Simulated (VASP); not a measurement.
# WSe2 in VASP: single point with PBE+D3(BJ)

Aim: the single point of WSe2 with PBE+D3(BJ).

Program: VASP 6.6.1. These are calculated values, not measurements. Logs are shortened: lines on timing, memory, paths and dates and some standing lists are left out, and cuts for length are marked.

**1. The cell of the first run**

The cell holds a slab with vacuum, 6 atoms: a = 3.286 Å, b = 3.286 Å, c = 46.078 Å, α = 90.00°, β = 90.00°, γ = 120.00°.

**2. Single point, PBE+D3(BJ)**

File INCAR:

```
ALGO = Normal
DIPOL = 0.5 0.5 0.500
EDIFF = 1E-7
ENCUT = 520
GGA = PE
IDIPOL = 3
ISIF = 2
ISMEAR = 0
IVDW = 12
LASPH = T
LCHARG = F
LDIPOL = T
LREAL = F
LWAVE = F
NBANDS = 35
NELM = 100
PREC = Accurate
SIGMA = 0.02
```

File KPOINTS:

```
k-points
0
Gamma
  12 12 1
```

File POSCAR:

```
WSe2
1.0
    3.2855208648      0.0000000000      0.0000000000
   -1.6427604324      2.8453445336      0.0000000000
    0.0000000000      0.0000000000     46.0775279785
Se W
4 2
Direct
    0.3333333334      0.6666666667      0.3928058504
    0.3335371668      0.6670743336      0.4658642229
    0.8333333333      0.6666666667      0.5341357972
    0.8331338743      0.6662677487      0.6071941278
    0.6667829740      0.3335659481      0.4293574684
    0.1665806497      0.3331612993      0.5706425333
```

Potentials or basis: VASP PAW PBE potentials, release 64 (Se, W_sv).

Launch:

```console
> cat potpaw_PBE.64/Se/POTCAR potpaw_PBE.64/W_sv/POTCAR > POTCAR
> mpirun -np 1 vasp_std > vasp.out
```

OUTCAR:

```text
EDIFF = 1E-7
   ENCUT = 520
   GGA = PE
   ISIF = 2
   ISMEAR = 0
   IVDW = 12
   LASPH = T
   LREAL = F
   NELM = 100
   PREC = Accurate
 IVDW          = 12

 ion  position               nearest neighbor table
   1  0.333  0.667  0.393-   5 2.54   5 2.54   5 2.54
   2  0.334  0.667  0.466-   5 2.53   5 2.54   5 2.54
   3  0.833  0.667  0.534-   6 2.53   6 2.54   6 2.54
   4  0.833  0.666  0.607-   6 2.54   6 2.54   6 2.54
   5  0.667  0.334  0.429-   2 2.53   2 2.54   2 2.54   1 2.54   1 2.54   1 2.54
   6  0.167  0.333  0.571-   3 2.53   3 2.54   3 2.54   4 2.54   4 2.54   4 2.54

  LATTYP: Found a hexagonal cell.
 ALAT       =     3.2855208648
 C/A-ratio  =    14.0244210506

  Lattice vectors:

 A1 = (   3.2855208648,   0.0000000000,   0.0000000000)
 A2 = (  -1.6427604324,   2.8453445336,   0.0000000000)
 A3 = (   0.0000000000,   0.0000000000,  46.0775279785)

Analysis of symmetry for initial positions (statically):
=====================================================================
 Subroutine PRICEL returns:
 Original cell was already a primitive cell.

 Routine SETGRP: Setting up the symmetry group for a
 hexagonal supercell.

 Subroutine GETGRP returns: Found  2 space group operations
 (whereof  2 operations were pure point group operations)
 out of a pool of 24 trial point group operations.

The static configuration has the point symmetry C_1h.

Analysis of symmetry for dynamics (positions and initial velocities):
=====================================================================
 Subroutine PRICEL returns:
 Original cell was already a primitive cell.

 Routine SETGRP: Setting up the symmetry group for a
 hexagonal supercell.

 Subroutine GETGRP returns: Found  2 space group operations
 (whereof  2 operations were pure point group operations)
 out of a pool of 24 trial point group operations.

The dynamic configuration has the point symmetry C_1h.

 Subroutine INISYM returns: Found  2 space group operations
 (whereof  2 operations are pure point group operations),
 and found     1 'primitive' translations

----------------------------------------------------------------------------------------

                                     Primitive cell

  volume of cell :     430.7530

  direct lattice vectors                    reciprocal lattice vectors
     3.285520865  0.000000000  0.000000000     0.304365743  0.175725644  0.000000000
    -1.642760432  2.845344534  0.000000000     0.000000000  0.351451288  0.000000000
     0.000000000  0.000000000 46.077527979     0.000000000  0.000000000  0.021702553

  length of vectors
     3.285520865  3.285520865 46.077527979     0.351451288  0.351451288  0.021702553

  position of ions in fractional coordinates (direct lattice)
     0.333333333  0.666666667  0.392805850
     0.333537167  0.667074334  0.465864223
     0.833333333  0.666666667  0.534135797
     0.833133874  0.666267749  0.607194128
     0.666782974  0.333565948  0.429357468
     0.166580650  0.333161299  0.570642533

  ion indices of the primitive-cell ions
   primitive index   ion index
                 1           1
                 2           2
                 3           3
                 4           4
                 5           5
                 6           6

----------------------------------------------------------------------------------------

 KPOINTS: k-points

Automatic generation of k-mesh.
 Grid dimensions read from file:
 generate k-points for:   12   12    1

 Generating k-lattice:

  Cartesian coordinates                     Fractional coordinates (reciprocal lattice)
     0.025363812  0.014643804  0.000000000     0.083333333  0.000000000  0.000000000
     0.000000000  0.029287607  0.000000000     0.000000000  0.083333333  0.000000000
     0.000000000  0.000000000  0.021702553     0.000000000  0.000000000  1.000000000

  Length of vectors
     0.029287607  0.029287607  0.021702553

  Shift w.r.t. Gamma in fractional coordinates (k-lattice)
     0.000000000  0.000000000  0.000000000

 Subroutine IBZKPT returns following result:
 ===========================================

 Found     43 irreducible k-points:

 Following reciprocal coordinates:
            Coordinates               Weight
  0.000000  0.000000  0.000000      1.000000
  0.083333  0.000000  0.000000      4.000000
  0.000000  0.083333  0.000000      2.000000
  0.166667  0.000000  0.000000      4.000000
  0.000000  0.166667  0.000000      2.000000
  0.250000  0.000000  0.000000      4.000000
[... 16 lines left out ...]
 -0.083333  0.416667  0.000000      4.000000
 -0.416667  0.333333  0.000000      4.000000
 [... further k-points ...]
   k-points           NKPTS =     43   k-points in BZ     NKDIM =     43   number of bands    NBANDS=     35
   number of dos      NEDOS =    301   number of ions     NIONS =      6
   total plane-waves  NPLWV = 201600
   dimension x,y,z NGX =    24 NGY =   24 NGZ =  350
   dimension x,y,z NGXF=    48 NGYF=   48 NGZF=  700
   ions per type =               4   2
   NGX,Y,Z   is equivalent  to a cutoff of  12.14, 12.14, 12.63 a.u.
   NGXF,Y,Z  is equivalent  to a cutoff of  24.29, 24.29, 25.26 a.u.
 SYSTEM =  unknown system
   PREC   = accura    normal or accurate (medium, high low for compatibility)
   ISTART =      0    job   : 0-new  1-cont  2-samecut
   ICHARG =      2    charge: 1-file 2-atom 10-const
   ISPIN  =      1    spin polarized calculation?
   LNONCOLLINEAR =      F non collinear calculations
   LSORBIT =      F    spin-orbit coupling
   LASPH  =      T    aspherical Exc in radial PAW
   ENCUT  =  520.0 eV  38.22 Ry    6.18 a.u.   6.11  6.11 85.67*2*pi/ulx,y,z
   NELM   =    100;   NELMIN=  2; NELMDL= -5     # of ELM steps
   EDIFF  = 0.1E-06   stopping-criterion for ELM
   LREAL  =      F    real-space projection
   EDIFFG = 0.1E-05   stopping-criterion for IOM
   NSW    =      0    number of steps for IOM
   IBRION =     -1    ionic relax: 0-MD 1-quasi-New 2-CG
   NFREE  =      0    steps in history (QN), initial steepest desc. (CG)
   ISIF   =      2    stress and relaxation
   ISYM   =      2    0-nonsym 1-usesym 2-fastsym
   POTIM  = 0.5000    time-step for ionic-motion
   TEBEG  =    0.0;   TEEND  =   0.0 temperature during run
   PSTRESS=    0.0 pullay stress
   NELECT =      52.0000    total number of electrons
   NUPDOWN=      -1.0000    fix difference up-down
   EMIN   =  10.00;   EMAX   =-10.00  energy-range for DOS
   EFERMI =   0.00;   METHOD = LEGACY
   ISMEAR =     0;   SIGMA  =   0.02  broadening in eV -4-tet -1-fermi 0-gaus
   EFERMI_NEDOS =   21; number of points for ismear=-14 and -15
   IALGO  =     38    algorithm
   IMIX   =      4    mixing-type and parameters
     AMIX     =   0.40;   BMIX     =  1.00
     AMIX_MAG =   1.60;   BMIX_MAG =  1.00
  volume/ion in A,a.u.               =      71.79       484.48
  Fermi-wavevector in a.u.,A,eV,Ry     =   0.809096  1.528969  8.906860  0.654636
  Thomas-Fermi vector in A             =   1.918023
   LORBIT       =      0    0 simple, 1 ext, 2 COOP (PROOUT), +10 PAW based schemes
   GGA     = PE    functional components
   LHFCALC =     F    Hartree Fock is set to
   AEXX    =    0.0000 exact exchange contribution
   IVDW    =    12    specifies the selected vdW correction
   LEPSILON=     F    determine dielectric tensor
   LRPA    =     F    only Hartree local field effects (RPA)
 non-spin polarized calculation
 Gauss-broadening in eV      SIGMA  =   0.02
  energy-cutoff  :      520.00
  volume of cell :      430.75
 maximum number of plane-waves:     11694
   NGX = 13   NGY = 13   NGZ =171

 dipolmoment           0.000000      0.000000     -0.000017 electrons x Angstroem

 number of electron      51.9999996 magnetization

 dipolmoment           0.000000      0.000000      0.000006 electrons x Angstroem

 Free energy of the ion-electron system (eV)
  ---------------------------------------------------
  ext. energy  EPLUGINS =         0.00000000
  ---------------------------------------------------
  free energy    TOTEN  =       -43.15519326 eV

  energy without entropy =      -43.15519326  energy(sigma->0) =      -43.15519326

 E-fermi :  -1.7102     XC(G=0):  -3.2799

 val. band max:       -1.8466102048   @ k =   0.0000   0.0000   0.0000
 cond. band min:      -0.4878864713   @ k =   0.1667   0.1667   0.0000
 fundamental gap:      1.3587237336
 Fermi energy:        -1.7102352027

 k-point     1 :       0.0000    0.0000    0.0000
  band No.  band energies     occupation
      1     -75.9853      2.00000
      2     -75.9852      2.00000
      3     -40.2329      2.00000
      4     -40.2328      2.00000
      5     -40.0982      2.00000
      6     -40.0981      2.00000
[... 27 lines left out ...]
     34       1.2923      0.00000
     35       2.4351      0.00000

 k-point     2 :       0.0833    0.0000    0.0000
  band No.  band energies     occupation
      1     -75.9847      2.00000
      2     -75.9846      2.00000
      3     -40.2299      2.00000
      4     -40.2298      2.00000
      5     -40.1140      2.00000
      6     -40.1139      2.00000
[... 27 lines left out ...]
     34       1.2184      0.00000
     35       2.7354      0.00000

 k-point     3 :       0.0000    0.0833    0.0000
  band No.  band energies     occupation
      1     -75.9847      2.00000
      2     -75.9846      2.00000
      3     -40.2299      2.00000
      4     -40.2298      2.00000
      5     -40.1136      2.00000
      6     -40.1135      2.00000
[... 27 lines left out ...]
     34       1.3039      0.00000
     35       2.7302      0.00000
[... 723 lines left out ...]
 k-point    23 :      -0.0833    0.4167    0.0000
  band No.  band energies     occupation
      1     -75.9762      2.00000
      2     -75.9761      2.00000
      3     -40.2950      2.00000
      4     -40.2949      2.00000
      5     -40.1933      2.00000
      6     -40.1931      2.00000
[... 27 lines left out ...]
     34       2.3838      0.00000
     35       3.5703      0.00000

 k-point    24 :      -0.4167    0.3333    0.0000
  band No.  band energies     occupation
      1     -75.9762      2.00000
      2     -75.9761      2.00000
      3     -40.2955      2.00000
      4     -40.2953      2.00000
      5     -40.1933      2.00000
      6     -40.1932      2.00000
[... 27 lines left out ...]
     34       2.3848      0.00000
     35       3.6312      0.00000

 [... further k-points ...]

------------------------ aborting loop because EDIFF is reached ----------------------------------------

 vacuum level on the upper side and lower side of the slab       (xc-potential included)        -0.080        -0.080

 Edisp (eV)   -2.39146

 E8    (eV) :    -1.1012

  FORCE on cell =-STRESS in cart. coord.  units (eV):
  Direction    XX          YY          ZZ          XY          YZ          ZX
  --------------------------------------------------------------------------------------
  -------------------------------------------------------------------------------------
  Total       0.29293    -0.03930     0.30657     0.00000    -0.00078     0.00000
  in kB       1.08955    -0.14617     1.14028     0.00000    -0.00291     0.00000
  external pressure =        0.69 kB  Pullay stress =        0.00 kB

 VOLUME and BASIS-vectors are now :
 -----------------------------------------------------------------------------
  energy-cutoff  :      520.00
  volume of cell :      430.75
      direct lattice vectors                 reciprocal lattice vectors
     3.285520865  0.000000000  0.000000000     0.304365743  0.175725644  0.000000000
    -1.642760432  2.845344534  0.000000000     0.000000000  0.351451288  0.000000000
     0.000000000  0.000000000 46.077527979     0.000000000  0.000000000  0.021702553

 POSITION                                       TOTAL-FORCE (eV/Angst)
 -----------------------------------------------------------------------------------
      0.00000      1.89690     18.09952        -0.000000      0.000510     -0.046611
      0.00000      1.89806     21.46587         0.000000     -0.000205      0.046935
      1.64276      1.89690     24.61166         0.000000     -0.000318     -0.046912
      1.64276      1.89576     27.97800         0.000000      0.000362      0.046647
      1.64276      0.94911     19.78373         0.000000     -0.000182     -0.002826
      0.00000      0.94796     26.29380        -0.000000     -0.000167      0.002767
 -----------------------------------------------------------------------------------
    total drift:                               -0.000000     -0.000137      0.000003

  FREE ENERGIE OF THE ION-ELECTRON SYSTEM (eV)
  ---------------------------------------------------
  free  energy   TOTEN  =       -45.5466534872 eV

  energy  without entropy=      -45.5466534872  energy(sigma->0) =      -45.54665349

 vacuum level on the upper side and lower side of the slab         3.047         3.047
```

It took 17 min on 1 thread of Intel Xeon Platinum 8488C (Sapphire Rapids), shared host; peak memory 0.85 GiB.

Results:

```
Free energy                : -45.5467 eV
Largest force              : 0.047 eV/Å
Band gap on the k mesh     : 1.36 eV, indirect (least direct gap 1.65 eV)
Dispersion energy per atom : -0.399 eV
```

Forces on the atoms (eV/Å):
```
Se   0.000  0.001 -0.047
Se   0.000  0.000  0.047
Se   0.000  0.000 -0.047
Se   0.000  0.000  0.047
W    0.000  0.000 -0.003
W    0.000  0.000  0.003
```

Levels at points of the mesh, in eV from the valence-band top:
```csv
k point,band 22,band 23,band 24,band 25,band 26,band 27,band 28,band 29,band 30,band 31
"(0.00, 0.00, 0.00)",-1.29,-1.28,-1.27,-0.70,0.00,2.77,2.85,2.90,2.92,2.99
"(0.50, 0.00, 0.00)",-2.33,-1.15,-1.15,-0.98,-0.98,2.37,2.37,2.68,2.68,3.59
"(0.00, 0.50, 0.00)",-1.98,-1.22,-1.06,-0.96,-0.93,2.36,2.38,2.52,2.79,3.27
```

Caveat: spin-orbit coupling is left out, which moves the levels of the heavy elements.
